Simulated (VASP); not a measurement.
Crystal: CdH6.

```
Cd H
1.0
     6.01534   -0.03758    0.02736
    -0.03758    6.01342    0.00856
     0.02736    0.00856    6.01469
Cd H
1 6
Direct
  0.00707 0.98981 0.00205
  0.04897 0.50817 0.49579
  0.50580 0.06122 0.50274
  0.92626 0.51359 0.48866
  0.49052 0.91522 0.49790
  0.50625 0.50853 0.06931
  0.51512 0.50346 0.94354
```

```yaml
Program: VASP 6.6.1
Task: relaxation of cell and atoms
Functional: PBE
Potentials_or_basis: VASP PAW PBE potentials, release 64 (Cd, H)
Cutoff: 600 eV
k_mesh: 2 × 2 × 2
Occupations: gaussian, width 0.1 eV
Spin: no spin polarisation
```

At the start: pressure -0.7 GPa; volume 31.08 Å³/atom.

**Question.** Where does the relaxation end?

**Answer.** Over 8 steps the energy falls by 33.5 meV/atom and the volume is 30.82 Å³/atom (-0.8 %); space group P1 (No. 1, to 0.1 Å) before and after.

Step by step:
```
step  energy change (eV)  largest force (eV/Å)  pressure (GPa)  volume (Å³)
   1              0.0000                3.0685           -0.66       217.55
   2              0.5880               11.4866            1.66       213.51
   3             -0.1616                1.9434           -0.40       216.69
   4             -0.2158                1.0648           -0.21       216.22
   5             -0.2337                0.1844            0.02       215.73
   6             -0.2341                0.1675           -0.01       215.79
   7             -0.2316                0.3560            0.03       215.72
   8             -0.2348                0.0080            0.00       215.77
```

Final structure:
```cif
data_structure
_symmetry_space_group_name_H-M 'P 1'
_symmetry_Int_Tables_number 1
_cell_length_a 6.0178
_cell_length_b 5.9649
_cell_length_c 6.0119
_cell_angle_alpha 89.875
_cell_angle_beta 89.477
_cell_angle_gamma 90.807
_cell_volume 215.77
loop_
_atom_site_label
_atom_site_type_symbol
_atom_site_fract_x
_atom_site_fract_y
_atom_site_fract_z
_atom_site_occupancy
Cd1 Cd 0.00707 0.98985 0.00203 1
H1 H 0.04968 0.50811 0.49586 1
H2 H 0.50474 0.05077 0.50240 1
H3 H 0.92555 0.51363 0.48860 1
H4 H 0.49159 0.92567 0.49824 1
H5 H 0.50628 0.50850 0.06862 1
H6 H 0.51509 0.50348 0.94424 1
```

Caveat: the k points lie up to 0.53 Å⁻¹ apart in the final cell.
